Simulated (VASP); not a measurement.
# As in VASP: a series of runs

The runs below take As through single point, with LDA, PBEsol, PBE, r2SCAN.

Everything below comes from runs of VASP 6.6.1. Logs are shortened: lines on timing, memory, paths and dates and some standing lists are left out, and cuts for length are marked.

### Step 1. The cell of the first run

The cell holds a slab with vacuum, 4 atoms: a = 4.290 Å, b = 3.706 Å, c = 28.270 Å, α = 90.00°, β = 90.00°, γ = 90.00°.

### Step 2. Single point, LDA

INCAR

```
ALGO = Normal ; DIPOL = 0.5 0.5 0.336
EDIFF = 1E-6 ; ENCUT = 520
GGA = CA ; IDIPOL = 3
ISIF = 2 ; ISMEAR = -1
LASPH = True ; LCHARG = False
LDIPOL = True ; LREAL = False
LWAVE = False ; NBANDS = 18
NELM = 100 ; PREC = Accurate
SIGMA = 0.02
```

KPOINTS

```
k-points
0
Gamma
  6 6 1
```

POSCAR

```
As
1.0
    4.2899033097      0.0000000000      0.0000000000
    0.0000000000      3.7056077722      0.0000000000
    0.0000000000      0.0000000000     28.2703730404
As
4
Direct
    0.0565837893      0.0000000000      0.3783315688
    0.4434162107      0.5000000000      0.3783315688
    0.5565837893      0.5000000000      0.2937501180
    0.9434162107      0.0000000000      0.2937501180
```

Potentials or basis: VASP PAW LDA potentials, release 64 (As).

On the command line:

```sh
cat potpaw_LDA.64/As/POTCAR > POTCAR
mpirun -np 1 vasp_std > vasp.out
```

OUTCAR:

```text
EDIFF = 1E-6
   ENCUT = 520
   GGA = CA
   ISIF = 2
   ISMEAR = -1
   LASPH = True
   LREAL = False
   NELM = 100
   PREC = Accurate

 ion  position               nearest neighbor table
   1  0.057  0.000  0.378-   4 2.44   2 2.49   2 2.49
   2  0.443  0.500  0.378-   3 2.44   1 2.49   1 2.49
   3  0.557  0.500  0.294-   2 2.44   4 2.49   4 2.49
   4  0.943  0.000  0.294-   1 2.44   3 2.49   3 2.49

  LATTYP: Found a simple orthorhombic cell.
 ALAT       =     3.7056077722
 B/A-ratio  =     1.1576787327
 C/A-ratio  =     7.6290786231

  Lattice vectors:

 A1 = (   0.0000000000,  -3.7056077722,   0.0000000000)
 A2 = (   4.2899033097,   0.0000000000,   0.0000000000)
 A3 = (   0.0000000000,   0.0000000000,  28.2703730404)

Analysis of symmetry for initial positions (statically):
=====================================================================
 Subroutine PRICEL returns:
 Original cell was already a primitive cell.

 Routine SETGRP: Setting up the symmetry group for a
 simple orthorhombic supercell.

 Subroutine GETGRP returns: Found  8 space group operations
 (whereof  2 operations were pure point group operations)
 out of a pool of  8 trial point group operations.

The static configuration has the point symmetry C_1h.
 The point group associated with its full space group is D_2h.

Analysis of symmetry for dynamics (positions and initial velocities):
=====================================================================
 Subroutine PRICEL returns:
 Original cell was already a primitive cell.

 Routine SETGRP: Setting up the symmetry group for a
 simple orthorhombic supercell.

 Subroutine GETGRP returns: Found  8 space group operations
 (whereof  2 operations were pure point group operations)
 out of a pool of  8 trial point group operations.

The dynamic configuration has the point symmetry C_1h.
 The point group associated with its full space group is D_2h.

 Subroutine INISYM returns: Found  8 space group operations
 (whereof  2 operations are pure point group operations),
 and found     1 'primitive' translations

----------------------------------------------------------------------------------------

                                     Primitive cell

  volume of cell :     449.4056

  direct lattice vectors                    reciprocal lattice vectors
     4.289903310  0.000000000  0.000000000     0.233105487  0.000000000  0.000000000
     0.000000000  3.705607772  0.000000000     0.000000000  0.269861265  0.000000000
     0.000000000  0.000000000 28.270373040     0.000000000  0.000000000  0.035372720

  length of vectors
     4.289903310  3.705607772 28.270373040     0.233105487  0.269861265  0.035372720

  position of ions in fractional coordinates (direct lattice)
     0.056583789  0.000000000  0.378331569
     0.443416211  0.500000000  0.378331569
     0.556583789  0.500000000  0.293750118
     0.943416211  0.000000000  0.293750118

  ion indices of the primitive-cell ions
   primitive index   ion index
                 1           1
                 2           2
                 3           3
                 4           4

----------------------------------------------------------------------------------------

 KPOINTS: k-points

Automatic generation of k-mesh.
 Grid dimensions read from file:
 generate k-points for:    6    6    1

 Generating k-lattice:

  Cartesian coordinates                     Fractional coordinates (reciprocal lattice)
     0.038850914  0.000000000  0.000000000     0.166666667  0.000000000  0.000000000
     0.000000000  0.044976877  0.000000000     0.000000000  0.166666667  0.000000000
     0.000000000  0.000000000  0.035372720     0.000000000  0.000000000  1.000000000

  Length of vectors
     0.038850914  0.044976877  0.035372720

  Shift w.r.t. Gamma in fractional coordinates (k-lattice)
     0.000000000  0.000000000  0.000000000

 Subroutine IBZKPT returns following result:
 ===========================================

 Found     16 irreducible k-points:

 Following reciprocal coordinates:
            Coordinates               Weight
  0.000000  0.000000  0.000000      1.000000
  0.166667  0.000000  0.000000      2.000000
  0.333333  0.000000  0.000000      2.000000
  0.500000  0.000000  0.000000      1.000000
  0.000000  0.166667  0.000000      2.000000
  0.166667  0.166667  0.000000      4.000000
[... 8 lines left out ...]
  0.333333  0.500000  0.000000      2.000000
  0.500000  0.500000  0.000000      1.000000
   k-points           NKPTS =     16   k-points in BZ     NKDIM =     16   number of bands    NBANDS=     18
   number of dos      NEDOS =    301   number of ions     NIONS =      4
   total plane-waves  NPLWV = 188160
   dimension x,y,z NGX =    32 NGY =   28 NGZ =  210
   dimension x,y,z NGXF=    64 NGYF=   56 NGZF=  420
   ions per type =               4
   NGX,Y,Z   is equivalent  to a cutoff of  12.40, 12.56, 12.35 a.u.
   NGXF,Y,Z  is equivalent  to a cutoff of  24.80, 25.12, 24.70 a.u.
 SYSTEM =  unknown system
   PREC   = accura    normal or accurate (medium, high low for compatibility)
   ISTART =      0    job   : 0-new  1-cont  2-samecut
   ICHARG =      2    charge: 1-file 2-atom 10-const
   ISPIN  =      1    spin polarized calculation?
   LNONCOLLINEAR =      F non collinear calculations
   LSORBIT =      F    spin-orbit coupling
   LASPH  =      T    aspherical Exc in radial PAW
   ENCUT  =  520.0 eV  38.22 Ry    6.18 a.u.   7.98  6.89 52.56*2*pi/ulx,y,z
   NELM   =    100;   NELMIN=  2; NELMDL= -5     # of ELM steps
   EDIFF  = 0.1E-05   stopping-criterion for ELM
   LREAL  =      F    real-space projection
   EDIFFG = 0.1E-04   stopping-criterion for IOM
   NSW    =      0    number of steps for IOM
   IBRION =     -1    ionic relax: 0-MD 1-quasi-New 2-CG
   NFREE  =      0    steps in history (QN), initial steepest desc. (CG)
   ISIF   =      2    stress and relaxation
   ISYM   =      2    0-nonsym 1-usesym 2-fastsym
   POTIM  = 0.5000    time-step for ionic-motion
   TEBEG  =    0.0;   TEEND  =   0.0 temperature during run
   PSTRESS=    0.0 pullay stress
   NELECT =      20.0000    total number of electrons
   NUPDOWN=      -1.0000    fix difference up-down
   EMIN   =  10.00;   EMAX   =-10.00  energy-range for DOS
   EFERMI =   0.00;   METHOD = LEGACY
   ISMEAR =    -1;   SIGMA  =   0.02  broadening in eV -4-tet -1-fermi 0-gaus
   EFERMI_NEDOS =   21; number of points for ismear=-14 and -15
   IALGO  =     38    algorithm
   IMIX   =      4    mixing-type and parameters
     AMIX     =   0.40;   BMIX     =  1.00
     AMIX_MAG =   1.60;   BMIX_MAG =  1.00
  volume/ion in A,a.u.               =     112.35       758.18
  Fermi-wavevector in a.u.,A,eV,Ry     =   0.580148  1.096320  4.579333  0.336571
  Thomas-Fermi vector in A             =   1.624139
   LORBIT       =      0    0 simple, 1 ext, 2 COOP (PROOUT), +10 PAW based schemes
   GGA     = CA    functional components
   LHFCALC =     F    Hartree Fock is set to
   AEXX    =    0.0000 exact exchange contribution
   IVDW    =     0    specifies the selected vdW correction
   LEPSILON=     F    determine dielectric tensor
   LRPA    =     F    only Hartree local field effects (RPA)
 non-spin polarized calculation
  energy-cutoff  :      520.00
  volume of cell :      449.41
 maximum number of plane-waves:     12192
 NGX is ok and might be reduce to    32
   NGX = 15   NGY = 13   NGZ =105

 dipolmoment           0.000000      0.000000     -0.000015 electrons x Angstroem

 number of electron      19.9999997 magnetization

 dipolmoment           0.000000      0.000000      0.000001 electrons x Angstroem

 Free energy of the ion-electron system (eV)
  ---------------------------------------------------
  ext. energy  EPLUGINS =         0.00000000
  ---------------------------------------------------
  free energy    TOTEN  =       -20.92429027 eV

  energy without entropy =      -20.92423087  energy(sigma->0) =      -20.92426057

 E-fermi :  -2.3988     XC(G=0):  -2.3707

 val. band max:       -2.5237247153   @ k =   0.3333   0.0000   0.0000
 cond. band min:      -2.2878434975   @ k =   0.0000   0.0000   0.0000
 fundamental gap:      0.2358812178
 Fermi energy:        -2.3988321018

 k-point     1 :       0.0000    0.0000    0.0000
  band No.  band energies     occupation
      1     -17.3491      2.00000
      2     -14.9209      2.00000
      3     -11.7985      2.00000
      4      -8.5191      2.00000
      5      -7.7163      2.00000
      6      -6.8583      2.00000
[... 10 lines left out ...]
     17       1.9169      0.00000
     18       2.3862      0.00000

 k-point     2 :       0.1667    0.0000    0.0000
  band No.  band energies     occupation
      1     -17.1741      2.00000
      2     -14.9241      2.00000
      3     -12.1776      2.00000
      4      -9.4584      2.00000
      5      -7.2861      2.00000
      6      -6.2473      2.00000
[... 10 lines left out ...]
     17       2.0315      0.00000
     18       2.1430      0.00000

 k-point     3 :       0.3333    0.0000    0.0000
  band No.  band energies     occupation
      1     -16.6696      2.00000
      2     -15.1985      2.00000
      3     -12.4821      2.00000
      4     -10.8302      2.00000
      5      -6.6318      2.00000
      6      -5.4461      2.00000
[... 10 lines left out ...]
     17       2.1925      0.00000
     18       2.6938      0.00000

 k-point     4 :       0.5000    0.0000    0.0000
  band No.  band energies     occupation
      1     -15.9221      2.00000
      2     -15.9221      2.00000
      3     -11.9498      2.00000
      4     -11.9498      2.00000
      5      -5.7367      2.00000
      6      -5.7367      2.00000
[... 207 lines left out ...]
      4     -12.4482      2.00000
      5      -6.8587      2.00000
      6      -6.8587      2.00000
[... 10 lines left out ...]
     17       3.3132      0.00000
     18       3.3132      0.00000

 k-point    15 :       0.3333    0.5000    0.0000
  band No.  band energies     occupation
      1     -14.7581      2.00000
      2     -14.7581      2.00000
      3     -12.3531      2.00000
      4     -12.3531      2.00000
      5      -7.8541      2.00000
      6      -7.8541      2.00000
[... 10 lines left out ...]
     17       3.1550      0.00000
     18       3.1550      0.00000

 k-point    16 :       0.5000    0.5000    0.0000
  band No.  band energies     occupation
      1     -14.6287      2.00000
      2     -14.6287      2.00000
      3     -12.3222      2.00000
      4     -12.3222      2.00000
      5      -8.1791      2.00000
      6      -8.1791      2.00000
[... 10 lines left out ...]
     17       4.1535      0.00000
     18       4.1535      0.00000

------------------------ aborting loop because EDIFF is reached ----------------------------------------

 vacuum level on the upper side and lower side of the slab       (xc-potential included)        -0.006        -0.006

  FORCE on cell =-STRESS in cart. coord.  units (eV):
  Direction    XX          YY          ZZ          XY          YZ          ZX
  --------------------------------------------------------------------------------------
  -------------------------------------------------------------------------------------
  Total        0.1945841      0.2618028      0.3229154      0.0000000      0.0000000      0.0000000
  in kB        0.6937125      0.9333539      1.1512268      0.0000000      0.0000000      0.0000000
  external PRESSURE =       0.9260978 kB  Pullay stress =       0.0000000 kB

 VOLUME and BASIS-vectors are now :
 -----------------------------------------------------------------------------
  energy-cutoff  :      520.00
  volume of cell :      449.41
      direct lattice vectors                 reciprocal lattice vectors
     4.289903310  0.000000000  0.000000000     0.233105487  0.000000000  0.000000000
     0.000000000  3.705607772  0.000000000     0.000000000  0.269861265  0.000000000
     0.000000000  0.000000000 28.270373040     0.000000000  0.000000000  0.035372720

 POSITION                                       TOTAL-FORCE (eV/Angst)
 -----------------------------------------------------------------------------------
      0.24274      0.00000     10.69557        -0.049285     -0.000000      0.068100
      1.90221      1.85280     10.69557         0.049285      0.000000      0.068100
      2.38769      1.85280      8.30443        -0.049285      0.000000     -0.068100
      4.04716      0.00000      8.30443         0.049285     -0.000000     -0.068100
 -----------------------------------------------------------------------------------
    total drift:                                0.000000      0.000000      0.000021

  FREE ENERGIE OF THE ION-ELECTRON SYSTEM (eV)
  ---------------------------------------------------
  free  energy   TOTEN  =       -20.9242902747 eV

  energy  without entropy=      -20.9242308727  energy(sigma->0) =      -20.92426057

 vacuum level on the upper side and lower side of the slab         1.826         1.826
```

Wall time 4.4 min (1 thread of Intel Xeon 8259CL, shared host); peak memory 0.37 GiB.

What came out:

```
Free energy   : -20.9243 eV
Largest force : 0.084 eV/Å
```

Forces in eV/Å, atoms in the order of the input:
```
As  -0.049  0.000  0.068
As   0.049  0.000  0.068
As  -0.049  0.000 -0.068
As   0.049  0.000 -0.068
```

### Step 3. Single point, PBEsol

This run uses another cell than the first one.

INCAR

```
PREC     = Accurate       # precision mode
ENCUT    = 520            # plane-wave cutoff, eV
EDIFF    = 1E-6           # SCF threshold, eV
ISMEAR   = -1             # smearing method
SIGMA    = 0.02           # smearing width, eV
LREAL    = F              # projectors in reciprocal space
LASPH    = T              # aspherical terms in the spheres
NELM     = 80             # most SCF steps
ALGO     = Normal         # electronic algorithm
ISIF     = 2              # what is computed and relaxed
LWAVE    = F              # write WAVECAR
LCHARG   = F              # write CHGCAR
LDIPOL   = T            
IDIPOL   = 3            
DIPOL    = 0.5 0.5 0.336
GGA      = PS             # functional
NBANDS   = 18             # bands
```

KPOINTS

```
regular mesh
0
Gamma
  6 6 1
```

POSCAR

```
As
1.0
    4.3631335478      0.0000000000      0.0000000000
    0.0000000000      3.7195582053      0.0000000000
    0.0000000000      0.0000000000     28.2703730404
As
4
Direct
    0.0582209920      0.0000000000      0.3785152192
    0.4417790080      0.5000000000      0.3785152192
    0.5582209920      0.5000000000      0.2935664676
    0.9417790080      0.0000000000      0.2935664676
```

Potentials or basis: VASP PAW PBE potentials, release 64 (As).

On the command line:

```sh
cat potpaw_PBE.64/As/POTCAR > POTCAR
mpirun -np 1 vasp_std > vasp.out
```

Run time: 4.2 min. Hardware: 1 thread of Intel Xeon 8259CL, shared host; peak memory 0.46 GiB.

Results (log left out):

- Free energy: -19.9634 eV
- Largest force: 0.080 eV/Å

Forces in eV/Å, atoms in the order of the input:
```
As  -0.050  0.000  0.062
As   0.050  0.000  0.062
As  -0.050  0.000 -0.062
As   0.050  0.000 -0.062
```

Levels at points of the mesh, in eV from the Fermi level:
```
           k point  band 6  band 7  band 8  band 9  band 10  band 11  band 12  band 13  band 14  band 15
(0.00, 0.00, 0.00)   -4.42   -3.65   -2.26   -1.89    -0.38     0.18     1.52     2.25     3.08     3.66
(0.50, 0.00, 0.00)   -3.31   -2.35   -2.35   -1.07    -1.07     1.11     1.11     1.99     1.99     2.44
(0.00, 0.50, 0.00)   -3.76   -2.55   -2.55   -2.30    -2.30     0.83     0.83     1.04     1.04     2.49
(0.50, 0.50, 0.00)   -5.67   -4.58   -4.58   -2.14    -2.14     2.27     2.27     4.72     4.72     5.01
```

Caveat: the PAW data sets were made with another functional, which shifts forces and pressure a little.

(Continued in part 2 of 3.)
